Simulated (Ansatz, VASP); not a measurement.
**Two plane-wave programs on NaCl**

```
Na Cl
1.0
     0.00000    3.05829    2.71848
     3.05829    0.00000    2.71848
     3.05829    3.05829    0.00000
Na Cl
1 1
Direct
  0.00000 0.00000 0.00000
  0.50000 0.50000 0.50000
```

Change from the starting cell: strain +0.080 along x and y, -0.040 along z, atoms carried along.

Alike in both runs: task single point; functional PBE; k mesh 8 × 8 × 8; occupations gaussian, width 0.05 eV; no spin polarisation.

```csv
,VASP,Ansatz
version,VASP 6.6.1,Ansatz 0.2.0
potentials or method,"VASP PAW PBE potentials, release 64 (Na_pv, Cl), cutoff 520 eV","scalar-relativistic, plane waves, PAW"
valence electrons in the cell,14,16
```

Ansatz gave:

- gap on the k mesh at the Fermi level (eV): 4.65
- least direct gap on the mesh (eV): 4.65
- pressure (GPa): -1.2
- traceless stress, the component that is largest in VASP (GPa): 2.07

Q: What did VASP give for the same quantities?

A: gap on the k mesh at the Fermi level (eV): 4.65; least direct gap on the mesh (eV): 4.65; pressure (GPa): -1.2; traceless stress, the component that is largest in VASP (GPa): 2.09.

With one functional, cell and mesh, what is left measures potentials, basis and numerics. VASP's potentials hold 14 valence electrons a cell and Ansatz's 16, so a difference there can come from the potentials and not from the codes.
